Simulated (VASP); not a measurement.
# Au in VASP: settings compared, part 2 of 2

VASP 6.6.1. Earlier steps stand in the parts before.

## Step 4: Single point, PBEsol (the cell strained at random)

The input, INCAR:

```
SYSTEM = Au
PREC     = Accurate       ! precision mode
ENCUT    = 520            ! plane-wave cutoff, eV
EDIFF    = 1E-6           ! SCF threshold, eV
ISMEAR   = -1             ! smearing method
SIGMA    = 0.05           ! smearing width, eV
LREAL    = .False.        ! projectors in reciprocal space
LASPH    = .True.         ! aspherical terms in the spheres
NELM     = 60             ! most SCF steps
ALGO     = Normal         ! electronic algorithm
ISIF     = 2              ! what is computed and relaxed
LWAVE    = .False.        ! write WAVECAR
LCHARG   = .False.        ! write CHGCAR
GGA      = PS             ! functional
NBANDS   = 12             ! bands
```

The input, KPOINTS:

```
Automatic mesh
0
Gamma
  11 11 11
  0 0 0
```

The input, POSCAR:

```
Au
1.0
    0.0595180000      2.0327840000      2.0239020000
    2.0628430000      0.0301460000      2.0532750000
    2.0741320000      2.0734450000      0.0188570000
Au
1
Direct
   -0.0018960000     -0.0041750000      0.0185300000
```

Potentials or basis: VASP PAW PBE potentials, release 64 (Au).

Launch:

```console
cat potpaw_PBE.64/Au/POTCAR > POTCAR
mpirun -np 1 vasp_std > vasp.out
```

OUTCAR:

```text
SYSTEM = Au
   PREC = Accurate
   ENCUT = 520
   EDIFF = 1E-6
   ISMEAR = -1
   LREAL = .False.
   LASPH = .True.
   NELM = 60
   ISIF = 2
   GGA = PS

 ion  position               nearest neighbor table
   1  0.998  0.996  0.019-

  LATTYP: Found a triclinic cell.
 ALAT       =     4.9595409994
 B/A-ratio  =     0.5813865195
 C/A-ratio  =     0.5785080615
 COS(alpha) =     0.0044476291
 COS(beta)  =     0.2761178140
 COS(gamma) =     0.8701289394

  Lattice vectors:

 A1 = (   1.9920360000,  -4.0459370000,   2.0637910000)
 A2 = (  -0.0112890000,  -2.0432990000,   2.0344180000)
 A3 = (  -0.0595180000,  -2.0327840000,  -2.0239020000)

Analysis of symmetry for initial positions (statically):
=====================================================================
 Subroutine PRICEL returns:
 Original cell was already a primitive cell.

 Routine SETGRP: Setting up the symmetry group for a
 triclinic supercell.

 Subroutine GETGRP returns: Found  2 space group operations
 (whereof  1 operations were pure point group operations)
 out of a pool of  2 trial point group operations.

[... 172 lines left out ...]
      2       4.5229      2.00000
      3       4.6821      2.00000
      4       4.9322      2.00000
      5       6.2751      2.00000
      6       6.3248      2.00000
      7      23.9085      0.00000
      8      27.3658      0.00000
      9      27.9696      0.00000
     10      28.7575      0.00000
     11      32.8872      0.00000
     12      37.1742      0.00000
[... 331 lines left out ...]
 k-point    24 :      -0.4545    0.1818    0.0000
  band No.  band energies     occupation
      1       2.8265      2.00000
      2       4.2544      2.00000
      3       5.1838      2.00000
      4       5.5661      2.00000
      5       7.4873      2.00000
      6      11.4690      0.00000
      7      13.0374      0.00000
      8      22.1544      0.00000
      9      24.2952      0.00000
     10      24.8627      0.00000
     11      34.3711      0.00000
     12      34.7142      0.00000

 [... further k-points ...]

------------------------ aborting loop because EDIFF is reached ----------------------------------------

  FORCE on cell =-STRESS in cart. coord.  units (eV):
  Direction    XX          YY          ZZ          XY          YZ          ZX
  --------------------------------------------------------------------------------------
  -------------------------------------------------------------------------------------
  Total        0.1781781      0.1619335      0.1573012     -0.2083750      0.0243995     -0.1527178
  in kB       16.9371991     15.3930269     14.9526954    -19.8076468      2.3193625    -14.5170045
  external PRESSURE =      15.7609738 kB  Pullay stress =       0.0000000 kB

 VOLUME and BASIS-vectors are now :
 -----------------------------------------------------------------------------
  energy-cutoff  :      520.00
  volume of cell :       16.85
      direct lattice vectors                 reciprocal lattice vectors
     0.059518000  2.032784000  2.023902000    -0.252556417  0.250365944  0.250057448
     2.062843000  0.030146000  2.053275000     0.246702469 -0.248992637  0.242830439
     2.074132000  2.073445000  0.018857000     0.244016867  0.240453085 -0.248684265

 POSITION                                       TOTAL-FORCE (eV/Angst)
 -----------------------------------------------------------------------------------
      2.15207      2.09737      4.06512        -0.000000      0.000000      0.000000
 -----------------------------------------------------------------------------------
    total drift:                                0.000002      0.000002      0.000000

  FREE ENERGIE OF THE ION-ELECTRON SYSTEM (eV)
  ---------------------------------------------------
  free  energy   TOTEN  =        -3.9266534859 eV

  energy  without entropy=       -3.9246919736  energy(sigma->0) =       -3.92567273
```

OSZICAR:

```text
N       E                     dE             d eps       ncg     rms          rms(c)
DAV:   1     0.492201070354E+02    0.49220E+02   -0.55877E+03 16536   0.818E+02
DAV:   2    -0.357649396074E+01   -0.52797E+02   -0.49831E+02 18768   0.188E+02
DAV:   3    -0.426496274450E+01   -0.68847E+00   -0.68782E+00 19304   0.208E+01
DAV:   4    -0.426719810563E+01   -0.22354E-02   -0.22353E-02 19140   0.136E+00
DAV:   5    -0.426721400621E+01   -0.15901E-04   -0.15899E-04 19764   0.110E-01    0.991E+00
DAV:   6    -0.395294628534E+01    0.31427E+00   -0.84214E-01 17360   0.738E+00    0.611E+00
DAV:   7    -0.392971705516E+01    0.23229E-01   -0.73637E-02 19112   0.217E+00    0.290E+00
DAV:   8    -0.392666293273E+01    0.30541E-02   -0.16740E-03 18200   0.383E-01    0.291E-01
DAV:   9    -0.392665094857E+01    0.11984E-04   -0.10212E-05 19140   0.268E-02    0.129E-02
DAV:  10    -0.392665346478E+01   -0.25162E-05   -0.12009E-06 19480   0.860E-03    0.649E-04
DAV:  11    -0.392665348588E+01   -0.21098E-07   -0.45476E-08 10068   0.175E-03
   1 F= -.39266535E+01 E0= -.39256727E+01  d E =-.196151E-02
```

stdout:

```text
POSCAR found type information on POSCAR Au
 POSCAR found :  1 types and       1 ions
 scaLAPACK will be used
 -----------------------------------------------------------------------------
|                                                                             |
|                                                                             |
|     You enforced a specific xc type in the INCAR file but a different       |
|     I HOPE YOU KNOW WHAT YOU ARE DOING!                                     |
|                                                                             |
 -----------------------------------------------------------------------------

 LDA part: xc-table for (Slater+PW92), standard interpolation
 POSCAR, INCAR and KPOINTS ok, starting setup
 FFT: planning ... GRIDC
 FFT: planning ... GRID_SOFT
 FFT: planning ... GRID
 WAVECAR not read
 entering main loop
```

It took 2.1 min on 1 thread of Intel Xeon 8259CL, shared host; peak memory 0.25 GiB.

What came out:

* Free energy: -3.9267 eV
* Pressure: 1.6 GPa
* Band gap on the k mesh: zero (an odd number of electrons rules out a gap without spin polarisation)

Levels at points of the mesh, in eV from the Fermi level:
```tsv
k point	band 4	band 5	band 6	band 7	band 8	band 9
(0.00, 0.00, 0.00)	-4.52	-3.18	-3.13	14.46	17.91	18.52
```

Caveat: the cell differs from its parent crystal (the cell strained at random); the PAW data sets were made with another functional, which shifts forces and pressure a little; spin-orbit coupling is left out, which moves the levels of the heavy elements.

## Step 5: Single point, r2SCAN50

This run uses another cell than the first one, of 17.19 Å³/atom.

The input, POSCAR:

```
Au
1.0
    0.0000000000      2.0484772140      2.0484772140
    2.0484772140      0.0000000000      2.0484772140
    2.0484772140      2.0484772140      0.0000000000
Au
1
Direct
    0.0000000000      0.0000000000      0.0000000000
```

The input, INCAR.step1:

```
PREC     = Accurate       # precision mode
ENCUT    = 520            # plane-wave cutoff, eV
EDIFF    = 1E-5           # SCF threshold, eV
ISMEAR   = -1             # smearing method
SIGMA    = 0.05           # smearing width, eV
LREAL    = F              # projectors in reciprocal space
LASPH    = T              # aspherical terms in the spheres
NELM     = 100            # most SCF steps
ALGO     = Normal         # electronic algorithm
ISIF     = 2              # what is computed and relaxed
LWAVE    = T              # write WAVECAR
GGA      = PE             # functional
NBANDS   = 12             # bands
```

The input, INCAR.step2:

```
PREC     = Accurate       # precision mode
ENCUT    = 520            # plane-wave cutoff, eV
EDIFF    = 1E-6           # SCF threshold, eV
ISMEAR   = -1             # smearing method
SIGMA    = 0.05           # smearing width, eV
LREAL    = F              # projectors in reciprocal space
LASPH    = T              # aspherical terms in the spheres
NELM     = 100            # most SCF steps
ALGO     = Normal         # electronic algorithm
ISIF     = 2              # what is computed and relaxed
LWAVE    = F              # write WAVECAR
LCHARG   = T              # write CHGCAR
METAGGA  = R2SCAN         # meta-GGA
LHFCALC  = T              # exact exchange
AEXX     = 0.5            # exact-exchange fraction
LMIXTAU  = T            
PRECFOCK = Normal       
LELF     = T              # ELF
LVHAR    = T            
ISTART   = 1            
NBANDS   = 12             # bands
```

The input, KPOINTS:

```
Automatic mesh
0
Gamma
  6 6 6
```

Potentials or basis: VASP PAW PBE potentials, release 64 (Au).

Launch:

```console
cat potpaw_PBE.64/Au/POTCAR > POTCAR
cp INCAR.step1 INCAR
mpirun -np 1 vasp_std > vasp.out
cp INCAR.step2 INCAR
mpirun -np 1 vasp_std > vasp.out
```

OUTCAR:

```text
PREC = Accurate
   ENCUT = 520
   EDIFF = 1E-6
   ISMEAR = -1
   LREAL = F
   LASPH = T
   NELM = 100
   ISIF = 2
   METAGGA = R2SCAN
   LHFCALC = T
   AEXX = 0.5
   PRECFOCK = Normal
   ISTART = 1

 ion  position               nearest neighbor table
   1  0.000  0.000  0.000-

  LATTYP: Found a face centered cubic cell.
 ALAT       =     4.0969544280

  Lattice vectors:

 A1 = (   0.0000000000,   2.0484772140,   2.0484772140)
 A2 = (   2.0484772140,   0.0000000000,   2.0484772140)
 A3 = (   2.0484772140,   2.0484772140,   0.0000000000)

Analysis of symmetry for initial positions (statically):
=====================================================================
 Subroutine PRICEL returns:
 Original cell was already a primitive cell.

 Routine SETGRP: Setting up the symmetry group for a
 face centered cubic supercell.

 Subroutine GETGRP returns: Found 48 space group operations
 (whereof 48 operations were pure point group operations)
 out of a pool of 48 trial point group operations.

The static configuration has the point symmetry O_h .

Analysis of symmetry for dynamics (positions and initial velocities):
=====================================================================
 Subroutine PRICEL returns:
 Original cell was already a primitive cell.

 Routine SETGRP: Setting up the symmetry group for a
 face centered cubic supercell.

 Subroutine GETGRP returns: Found 48 space group operations
 (whereof 48 operations were pure point group operations)
 out of a pool of 48 trial point group operations.

The dynamic configuration has the point symmetry O_h .

 Subroutine INISYM returns: Found 48 space group operations
 (whereof 48 operations are pure point group operations),
 and found     1 'primitive' translations

[... 115 lines left out ...]
   AEXX    =    0.5000 exact exchange contribution
   HFSCREEN=    0.0000 screening length (either q_TF or 0.3 A-1)
   HFSCREENC=   0.0000 screening length for correlation (either q_TF or 0.3 A-1)
   ENCUTFOCK=  -1.0 apply spherical cutoff to Coloumb kernel
   IVDW    =     0    specifies the selected vdW correction
   LEPSILON=     F    determine dielectric tensor
   LRPA    =     F    only Hartree local field effects (RPA)
 non-spin polarized calculation
  energy-cutoff  :      520.00
  volume of cell :       17.19
 maximum number of plane-waves:       475
 NGX is ok and might be reduce to    24
  NGX = 18; NGY = 18; NGZ = 18

 number of electron      11.0000000 magnetization

 Free energy of the ion-electron system (eV)
  ---------------------------------------------------
  ext. energy  EPLUGINS =         0.00000000
  ---------------------------------------------------
  free energy    TOTEN  =       -28.43636923 eV

  energy without entropy =      -28.42901852  energy(sigma->0) =      -28.43269388

 E-fermi :   8.2452     XC(G=0):  -7.4044

 val. band max:        8.2196554870   @ k =   0.5000   0.3333   0.1667
 cond. band min:      10.1028260789   @ k =   0.5000   0.1667   0.0000
 fundamental gap:      1.8831705919
 Fermi energy:         8.2451967728

 k-point     1 :       0.0000    0.0000    0.0000
  band No.  band energies     occupation
      1      -3.8551      2.00000
      2       0.9564      2.00000
      3       0.9564      2.00000
      4       0.9564      2.00000
      5       2.5855      2.00000
      6       2.5855      2.00000
      7      26.4385      0.00000
      8      30.7902      0.00000
      9      30.7902      0.00000
     10      30.7902      0.00000
     11      35.5502      0.00000
     12      40.9629      0.00000
[... 211 lines left out ...]
 k-point    16 :      -0.3333    0.5000    0.1667
  band No.  band energies     occupation
      1      -0.7958      2.00000
      2      -0.4739      2.00000
      3       2.0412      2.00000
      4       3.0319      2.00000
      5       4.5994      2.00000
      6      14.7807      0.00000
      7      16.4775      0.00000
      8      19.5668      0.00000
      9      20.8482      0.00000
     10      33.4388      0.00000
     11      34.1048      0.00000
     12      37.6524      0.00000

------------------------ aborting loop because EDIFF is reached ----------------------------------------

  FORCE on cell =-STRESS in cart. coord.  units (eV):
  Direction    XX          YY          ZZ          XY          YZ          ZX
  --------------------------------------------------------------------------------------
  -------------------------------------------------------------------------------------
  Total        0.2712388      0.2712388      0.2712388      0.0000000      0.0000000     -0.0000000
  in kB       25.2777838     25.2777838     25.2777838      0.0000000      0.0000000     -0.0000000
  external PRESSURE =      25.2777838 kB  Pullay stress =       0.0000000 kB

 VOLUME and BASIS-vectors are now :
 -----------------------------------------------------------------------------
  energy-cutoff  :      520.00
  volume of cell :       17.19
      direct lattice vectors                 reciprocal lattice vectors
     0.000000000  2.048477214  2.048477214    -0.244083750  0.244083750  0.244083750
     2.048477214  0.000000000  2.048477214     0.244083750 -0.244083750  0.244083750
     2.048477214  2.048477214  0.000000000     0.244083750  0.244083750 -0.244083750

 POSITION                                       TOTAL-FORCE (eV/Angst)
 -----------------------------------------------------------------------------------
      0.00000      0.00000      0.00000         0.000000      0.000000      0.000000
 -----------------------------------------------------------------------------------
    total drift:                               -0.000000      0.000000      0.000000

  FREE ENERGIE OF THE ION-ELECTRON SYSTEM (eV)
  ---------------------------------------------------
  free  energy   TOTEN  =       -28.4363692305 eV

  energy  without entropy=      -28.4290185234  energy(sigma->0) =      -28.43269388
```

Wall time 11 min (1 thread of AMD EPYC 7R13 (Zen 3), shared host); peak memory 0.14 GiB.

Results:

```yaml
Free_energy: -28.4364 eV
Pressure: 2.5 GPa
Band_gap_on_the_k_mesh: zero (an odd number of electrons rules out a gap without spin polarisation)
```

Levels at points of the mesh, in eV from the Fermi level:
```
           k point  band 4  band 5  band 6  band 7  band 8  band 9
(0.00, 0.00, 0.00)   -7.29   -5.66   -5.66   18.19   22.55   22.55
(0.50, 0.00, 0.00)   -4.10   -4.10   -0.98    5.50   17.52   21.28
(0.50, 0.50, 0.00)   -3.63   -3.63    2.92    9.01   13.44   13.44
```

Caveat: the k points lie up to 0.44 Å⁻¹ apart, too coarse for converged energies and pressures of a metal; the PAW data sets were made with another functional, which shifts forces and pressure a little; spin-orbit coupling is left out, which moves the levels of the heavy elements.

## Step 6: Summary

```csv
level,spin,cell,k mesh,grid for exact exchange (PRECFOCK),share of exact exchange,screening parameter,gap on the mesh (eV),pressure (GPa)
HSE06,"non-collinear, zero start, SOC","a = 2.878 Å, angles 60.0°, 1 atom",6 × 6 × 6,Normal,0.25,0.2079 1/Å,-,7.2
PBEsol,off,"a = 2.839 Å, angles 60.0°, 1 atom",11 × 11 × 11,-,-,-,none,9.8
PBEsol,off,"a = 2.869, b = 2.911, c = 2.933 Å, angles 59.1, 58.7, 58.7°, 1 atom",11 × 11 × 11,-,-,-,none,1.6
r2SCAN50,off,"a = 2.897 Å, angles 60.0°, 1 atom",6 × 6 × 6,Normal,0.5,-,none,2.5
```

Alike in all rows: task single point; potentials or basis VASP PAW PBE potentials, release 64 (Au); cutoff (eV) 520; smearing fermi-dirac 0.05 eV.

Caveats: some runs use coarse meshes; the PAW data sets were made with another functional, which shifts forces and pressure a little; spin-orbit coupling is left out, which moves the levels of the heavy elements (at least some runs); the cell stands under pressure (at least some runs).

Absolute energies hang on the potentials; compare differences alone.
